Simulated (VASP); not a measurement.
# Ti2In (Fm-3m) in VASP: further runs, part 2 of 3

VASP 6.6.1.

## (3) Relaxation of cell and atoms, PBE

This run uses another cell than the first one, of 21.22 Å³/atom.

Contents of INCAR:

```
  PREC = Accurate
  ENCUT = 600
  EDIFF = 1E-6
  ISMEAR = 0
  SIGMA = 0.1
  LREAL = F
  LASPH = T
  NELM = 80
  ALGO = Fast
  ISIF = 3
  LWAVE = F
  LCHARG = F
  GGA = PE
  IBRION = 2
  NSW = 90
  EDIFFG = -0.04
```

Contents of KPOINTS:

```
Automatic mesh
0
Gamma
  6 6 6
```

Contents of POSCAR:

```
Ti2In
1.0
    0.0000000000      3.1690136800      3.1690136800
    3.1690136800      0.0000000000      3.1690136800
    3.1690136800      3.1690136800      0.0000000000
Ti In
2 1
Direct
    0.7500000000      0.7500000000      0.7500000000
    0.2500000000      0.2500000000      0.2500000000
    0.5000000000      0.5000000000      0.5000000000
```

Potentials or basis: VASP PAW PBE potentials, release 64 (Ti_sv, In_d).

On the command line:

```bash
cat potpaw_PBE.64/Ti_sv/POTCAR potpaw_PBE.64/In_d/POTCAR > POTCAR
mpirun -np 1 vasp_std > vasp.out
```

OUTCAR:

```text
PREC = Accurate
   ENCUT = 600
   EDIFF = 1E-6
   ISMEAR = 0
   LREAL = F
   LASPH = T
   NELM = 80
   ISIF = 3
   GGA = PE
   IBRION = 2
   NSW = 90
   EDIFFG = -0.04

 ion  position               nearest neighbor table
   1  0.750  0.750  0.750-   3 2.74   3 2.74   3 2.74   3 2.74
   2  0.250  0.250  0.250-   3 2.74   3 2.74   3 2.74   3 2.74
   3  0.500  0.500  0.500-   2 2.74   2 2.74   2 2.74   1 2.74   2 2.74   1 2.74   1 2.74   1 2.74

  LATTYP: Found a face centered cubic cell.
 ALAT       =     6.3380273600

  Lattice vectors:

 A1 = (   0.0000000000,   3.1690136800,   3.1690136800)
 A2 = (   3.1690136800,   0.0000000000,   3.1690136800)
 A3 = (   3.1690136800,   3.1690136800,   0.0000000000)

Analysis of symmetry for initial positions (statically):
=====================================================================
 Subroutine PRICEL returns:
 Original cell was already a primitive cell.

 Routine SETGRP: Setting up the symmetry group for a
 face centered cubic supercell.

 Subroutine GETGRP returns: Found 48 space group operations
 (whereof 48 operations were pure point group operations)
 out of a pool of 48 trial point group operations.

The static configuration has the point symmetry O_h .

Analysis of symmetry for dynamics (positions and initial velocities):
=====================================================================
 Subroutine PRICEL returns:
 Original cell was already a primitive cell.

 Routine SETGRP: Setting up the symmetry group for a
 face centered cubic supercell.

 Subroutine GETGRP returns: Found 48 space group operations
 (whereof 48 operations were pure point group operations)
 out of a pool of 48 trial point group operations.

The dynamic configuration has the point symmetry O_h .

 Subroutine INISYM returns: Found 48 space group operations
 (whereof 48 operations are pure point group operations),
 and found     1 'primitive' translations

----------------------------------------------------------------------------------------

                                     Primitive cell

  volume of cell :      63.6506

  direct lattice vectors                    reciprocal lattice vectors
     0.000000000  3.169013680  3.169013680    -0.157777798  0.157777798  0.157777798
     3.169013680  0.000000000  3.169013680     0.157777798 -0.157777798  0.157777798
     3.169013680  3.169013680  0.000000000     0.157777798  0.157777798 -0.157777798

  length of vectors
     4.481662126  4.481662126  4.481662126     0.273279162  0.273279162  0.273279162

  position of ions in fractional coordinates (direct lattice)
     0.750000000  0.750000000  0.750000000
     0.250000000  0.250000000  0.250000000
     0.500000000  0.500000000  0.500000000

  ion indices of the primitive-cell ions
   primitive index   ion index
                 1           1
                 2           2
                 3           3

----------------------------------------------------------------------------------------

 KPOINTS: Automatic mesh

[... 57 lines left out ...]
   NELM   =     80;   NELMIN=  2; NELMDL= -5     # of ELM steps
   EDIFF  = 0.1E-05   stopping-criterion for ELM
   LREAL  =      F    real-space projection
   EDIFFG = -.4E-01   stopping-criterion for IOM
   NSW    =     90    number of steps for IOM
   IBRION =      2    ionic relax: 0-MD 1-quasi-New 2-CG
   NFREE  =      1    steps in history (QN), initial steepest desc. (CG)
   ISIF   =      3    stress and relaxation
   ISYM   =      2    0-nonsym 1-usesym 2-fastsym
   POTIM  = 0.5000    time-step for ionic-motion
   TEBEG  =    0.0;   TEEND  =   0.0 temperature during run
   PSTRESS=    0.0 pullay stress
   NELECT =      37.0000    total number of electrons
   NUPDOWN=      -1.0000    fix difference up-down
   EMIN   =  10.00;   EMAX   =-10.00  energy-range for DOS
   EFERMI =   0.00;   METHOD = LEGACY
   ISMEAR =     0;   SIGMA  =   0.10  broadening in eV -4-tet -1-fermi 0-gaus
   EFERMI_NEDOS =   21; number of points for ismear=-14 and -15
   IALGO  =     68    algorithm
   IMIX   =      4    mixing-type and parameters
     AMIX     =   0.40;   BMIX     =  1.00
     AMIX_MAG =   1.60;   BMIX_MAG =  1.00
  volume/ion in A,a.u.               =      21.22       143.18
  Fermi-wavevector in a.u.,A,eV,Ry     =   1.366285  2.581904 25.398467  1.866735
  Thomas-Fermi vector in A             =   2.492439
   LORBIT       =      0    0 simple, 1 ext, 2 COOP (PROOUT), +10 PAW based schemes
   GGA     = PE    functional components
   LHFCALC =     F    Hartree Fock is set to
   AEXX    =    0.0000 exact exchange contribution
   IVDW    =     0    specifies the selected vdW correction
   LEPSILON=     F    determine dielectric tensor
   LRPA    =     F    only Hartree local field effects (RPA)
 conjugate gradient relaxation of ions
 non-spin polarized calculation
 RMM-DIIS sequential band-by-band and
 Gauss-broadening in eV      SIGMA  =   0.10
  energy-cutoff  :      600.00
  volume of cell :       63.65
 maximum number of plane-waves:      2158
   NGX = 17   NGY = 17   NGZ = 17

--------------------------------------- Ionic step        1  -------------------------------------------

 number of electron      37.0000006 magnetization

 Free energy of the ion-electron system (eV)
  ---------------------------------------------------
  ext. energy  EPLUGINS =         0.00000000
  ---------------------------------------------------
  free energy    TOTEN  =       -16.83944309 eV

  energy without entropy =      -16.82333372  energy(sigma->0) =      -16.83138840

------------------------ aborting loop EDIFF was not reached (unconverged)  ----------------------------

  FORCE on cell =-STRESS in cart. coord.  units (eV):
  Direction    XX          YY          ZZ          XY          YZ          ZX
  --------------------------------------------------------------------------------------
  -------------------------------------------------------------------------------------
  Total        1.7628597      1.7628597      1.7628597      0.0000000      0.0000000      0.0000000
  in kB       44.3737367     44.3737367     44.3737367      0.0000000      0.0000000      0.0000000
  external PRESSURE =      44.3737367 kB  Pullay stress =       0.0000000 kB
[... 24 lines left out ...]
--------------------------------------- Ionic step        2  -------------------------------------------

 number of electron      36.9999990 magnetization

------------------------ aborting loop EDIFF was not reached (unconverged)  ----------------------------

  FORCE on cell =-STRESS in cart. coord.  units (eV):
  Direction    XX          YY          ZZ          XY          YZ          ZX
  --------------------------------------------------------------------------------------
  -------------------------------------------------------------------------------------
  Total       -1.1800667     -1.1800667     -1.1800667      0.0000000      0.0000000     -0.0000000
  in kB      -27.3145501    -27.3145501    -27.3145501      0.0000000      0.0000000     -0.0000000
  external PRESSURE =     -27.3145501 kB  Pullay stress =       0.0000000 kB
[... 24 lines left out ...]
--------------------------------------- Ionic step        3  -------------------------------------------

 number of electron      37.0000005 magnetization

 Free energy of the ion-electron system (eV)
  ---------------------------------------------------
  ext. energy  EPLUGINS =         0.00000000
  ---------------------------------------------------
  free energy    TOTEN  =       -16.88098043 eV

  energy without entropy =      -16.86368637  energy(sigma->0) =      -16.87233340

 E-fermi :   6.6375     XC(G=0): -10.4499

 val. band max:        6.5782424824   @ k =   0.3333   0.0000   0.0000
 cond. band min:       6.6375974773   @ k =   0.5000   0.3333   0.1667
 fundamental gap:      0.0593549949
 Fermi energy:         6.6374838805

 k-point     1 :       0.0000    0.0000    0.0000
  band No.  band energies     occupation
      1     -50.4592      2.00000
      2     -50.4248      2.00000
      3     -26.7457      2.00000
      4     -26.7457      2.00000
      5     -26.7457      2.00000
      6     -26.6394      2.00000
[... 389 lines left out ...]
     21       7.7524      0.00000
     22       8.0227      0.00000

------------------------ aborting loop because EDIFF is reached ----------------------------------------

  FORCE on cell =-STRESS in cart. coord.  units (eV):
  Direction    XX          YY          ZZ          XY          YZ          ZX
  --------------------------------------------------------------------------------------
  -------------------------------------------------------------------------------------
  Total        0.0462129      0.0462129      0.0462129      0.0000000      0.0000000      0.0000000
  in kB        1.1096169      1.1096169      1.1096169      0.0000000      0.0000000      0.0000000
  external PRESSURE =       1.1096169 kB  Pullay stress =       0.0000000 kB
[... 18 lines left out ...]
  FREE ENERGIE OF THE ION-ELECTRON SYSTEM (eV)
  ---------------------------------------------------
  free  energy   TOTEN  =       -16.8809804325 eV

  energy  without entropy=      -16.8636863728  energy(sigma->0) =      -16.87233340

 reached required accuracy - stopping structural energy minimisation
```

OSZICAR:

```text
N       E                     dE             d eps       ncg     rms          rms(c)
DAV:   1     0.418896115093E+03    0.41890E+03   -0.21161E+04   704   0.236E+03
DAV:   2     0.267788692180E+02   -0.39212E+03   -0.38906E+03   716   0.578E+02
DAV:   3    -0.153474046129E+02   -0.42126E+02   -0.41532E+02  1308   0.177E+02
DAV:   4    -0.195918730743E+02   -0.42445E+01   -0.41979E+01  1076   0.418E+01
[... 202 lines left out ...]
RMM:  43    -0.168809786927E+02   -0.60728E-06   -0.12379E-05   373   0.156E-02    0.366E-04
RMM:  44    -0.168809792652E+02   -0.57250E-06   -0.11933E-05   355   0.152E-02    0.522E-04
RMM:  45    -0.168809797123E+02   -0.44714E-06   -0.10672E-05   346   0.150E-02    0.654E-04
RMM:  46    -0.168809801425E+02   -0.43020E-06   -0.10710E-05   362   0.146E-02    0.788E-04
RMM:  47    -0.168809804325E+02   -0.28993E-06   -0.92323E-06   325   0.142E-02
   3 F= -.16880980E+02 E0= -.16872333E+02  d E =-.415373E-01
```

Wall time 4.8 min (1 thread of Intel Xeon Platinum 8559C (Emerald Rapids), shared host); peak memory 0.22 GiB.

Results:

- Free energy: -16.8810 eV
- Relaxed volume: 22.24 Å³/atom
- Relaxed cell: a = 4.553 Å, b = 4.553 Å, c = 4.553 Å, α = 60.00°, β = 60.00°, γ = 60.00°
- Space group after relaxing (to 0.1 Å): Fm-3m (No. 225)
- Energy gained by relaxing: 13.8 meV/atom
- Ionic steps: 3
- Pressure after relaxing: 0.1 GPa
- Band gap on the k mesh: zero (an odd number of electrons rules out a gap without spin polarisation)

Step by step:
```tsv
step	energy change (eV)	largest force (eV/Å)	pressure (GPa)	volume (Å³)
1	0.0000	0.0000	4.44	63.65
2	-0.0181	0.0000	-2.73	69.22
3	-0.0415	0.0000	0.11	66.73
```

Final structure:
```cif
data_structure
_symmetry_space_group_name_H-M 'P 1'
_symmetry_Int_Tables_number 1
_cell_length_a 4.5527
_cell_length_b 4.5527
_cell_length_c 4.5527
_cell_angle_alpha 60.000
_cell_angle_beta 60.000
_cell_angle_gamma 60.000
_cell_volume 66.73
loop_
_atom_site_label
_atom_site_type_symbol
_atom_site_fract_x
_atom_site_fract_y
_atom_site_fract_z
_atom_site_occupancy
Ti1 Ti 0.75000 0.75000 0.75000 1
Ti2 Ti 0.25000 0.25000 0.25000 1
In1 In 0.50000 0.50000 0.50000 1
```

Levels at points of the mesh, in eV from the Fermi level:
| k point | band 16 | band 17 | band 18 | band 19 | band 20 | band 21 | band 22 |
| --- | --- | --- | --- | --- | --- | --- | --- |
| (0.00, 0.00, 0.00) | -1.51 | -1.51 | -0.52 | -0.52 | 1.98 | 1.98 | 1.99 |
| (0.50, 0.00, 0.00) | -0.92 | -0.92 | 0.34 | 0.34 | 0.84 | 0.89 | 0.92 |
| (0.50, 0.50, 0.00) | -0.78 | -0.31 | -0.28 | -0.25 | -0.25 | 1.39 | 1.39 |

Caveat: spin-orbit coupling is left out, which moves the levels of the heavy elements.

## (4) Single point, PBE, collinear spin

Contents of INCAR:

```
SYSTEM = Ti2In
PREC     = Accurate       ! precision mode
ENCUT    = 520            ! plane-wave cutoff, eV
EDIFF    = 1E-7           ! SCF threshold, eV
ISMEAR   = 0              ! smearing method
SIGMA    = 0.1            ! smearing width, eV
LREAL    = .FALSE.        ! projectors in reciprocal space
LASPH    = .TRUE.         ! aspherical terms in the spheres
NELM     = 150            ! most SCF steps
ALGO     = Normal         ! electronic algorithm
ISIF     = 2              ! what is computed and relaxed
LWAVE    = .FALSE.        ! write WAVECAR
LCHARG   = .FALSE.        ! write CHGCAR
ISPIN    = 2              ! spin polarisation
MAGMOM   = 1 1 0          ! initial moments
LORBIT   = 11             ! projections on sites
LMAXMIX  = 4              ! l up to which the mixer works
GGA      = PE             ! functional
NBANDS   = 30             ! bands
```

Contents of KPOINTS:

```
Automatic mesh
0
G
  6 6 6
  0 0 0
```

Contents of POSCAR:

```
Ti2In
1.0
    0.0000000000      3.2245061116      3.2245061116
    3.2245061116      0.0000000000      3.2245061116
    3.2245061116      3.2245061116      0.0000000000
Ti In
2 1
Direct
    0.7500000000      0.7500000000      0.7500000000
    0.2500000000      0.2500000000      0.2500000000
    0.5000000000      0.5000000000      0.5000000000
```

On the command line:

```bash
cat potpaw_PBE.64/Ti_sv/POTCAR potpaw_PBE.64/In_d/POTCAR > POTCAR
mpirun -np 1 vasp_std > vasp.out
```

It took 80 s on 1 thread of Intel Xeon Platinum 8559C (Emerald Rapids), shared host; peak memory 0.26 GiB.

The run converged. Its results:

* Free energy: -16.8751 eV
* Pressure: 0.0 GPa
* Net moment: 0.73 μB per cell
* Site moments: Ti +0.28; In -0.02 μB
* Valence electrons inside the program's atomic spheres: Ti 10.11; In 11.82

Levels at points of the mesh, in eV from the Fermi level:
Spin up:
| k point | band 15 | band 16 | band 17 | band 18 | band 19 | band 20 | band 21 | band 22 | band 23 | band 24 |
| --- | --- | --- | --- | --- | --- | --- | --- | --- | --- | --- |
| (0.00, 0.00, 0.00) | -1.56 | -1.56 | -1.56 | -0.75 | -0.75 | 1.88 | 1.88 | 1.88 | 2.35 | 2.35 |
| (0.50, 0.00, 0.00) | -3.25 | -1.02 | -1.02 | 0.14 | 0.14 | 0.71 | 0.71 | 0.74 | 0.99 | 0.99 |
| (0.50, 0.50, 0.00) | -3.42 | -0.86 | -0.54 | -0.50 | -0.31 | -0.31 | 1.24 | 1.24 | 1.28 | 1.28 |
Spin down:
```csv
k point,band 15,band 16,band 17,band 18,band 19,band 20,band 21,band 22
"(0.00, 0.00, 0.00)",-1.48,-1.48,-1.48,-0.33,-0.33,2.02,2.02,2.02
"(0.50, 0.00, 0.00)",-3.13,-0.86,-0.86,0.48,0.48,0.88,1.03,1.03
"(0.50, 0.50, 0.00)",-3.23,-0.74,-0.23,-0.23,-0.10,-0.10,1.38,1.38
```

Caveat: spin-orbit coupling is left out, which moves the levels of the heavy elements.

(Continued in part 3 of 3.)
